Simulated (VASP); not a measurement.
A run of VASP 6.6.1 is set up as follows.

File POSCAR:

```
Hf
1.0
    2.9138100000      0.0000000000      0.0000000000
    0.0000000000      2.9138100000      0.0000000000
    0.0000000000      0.0000000000      2.9138100000
Hf
1
Direct
    0.5000000000      0.5000000000      0.5000000000
```

Contents of INCAR.step1:

```
SYSTEM = Hf
PREC = Accurate ; ENCUT = 600
EDIFF = 1E-5 ; ISMEAR = -1
SIGMA = 0.05 ; LREAL = .FALSE.
LASPH = .TRUE. ; NELM = 80
ALGO = Normal ; LWAVE = .TRUE.
LCHARG = .FALSE. ; GGA = PE
NBANDS = 11
```

File INCAR.step2:

```
SYSTEM = Hf
PREC = Accurate ; ENCUT = 600
EDIFF = 1E-7 ; ISMEAR = -1
SIGMA = 0.05 ; LREAL = .FALSE.
LASPH = .TRUE. ; NELM = 80
ALGO = Normal ; ISIF = 3
LWAVE = .FALSE. ; LCHARG = .FALSE.
GGA = PE ; LHFCALC = .TRUE.
HFSCREEN = 0.2079 ; PRECFOCK = Normal
IBRION = 2 ; NSW = 60
EDIFFG = -0.01 ; ISTART = 1
```

KPOINTS

```
regular mesh
0
G
  5 5 5
  0 0 0
```

Potentials or basis: VASP PAW PBE potentials, release 64 (Hf_pv).

Launch:

```console
$ cat potpaw_PBE.64/Hf_pv/POTCAR > POTCAR
$ cp INCAR.step1 INCAR
$ mpirun -np 1 vasp_std > vasp.out
$ cp INCAR.step2 INCAR
$ mpirun -np 1 vasp_std > vasp.out
```

**Question.** What does it give for the band gap on the k mesh?

**Answer.** Zero (bands 5 and 6 overlap by 2.12 eV).

**Question.** Estimate the relaxed cell.

**Answer.** a = 2.912 Å, b = 2.912 Å, c = 2.912 Å, α = 90.00°, β = 90.00°, γ = 90.00°.

Final structure:
```
Hf
1.0
     2.91199    0.00000    0.00000
     0.00000    2.91199    0.00000
     0.00000    0.00000    2.91199
Hf
1
Direct
  0.50000 0.50000 0.50000
```

Caveat: the k points lie up to 0.43 Å⁻¹ apart in the final cell, too coarse for converged energies and pressures of a metal; spin-orbit coupling is left out, which moves the levels of the heavy elements.
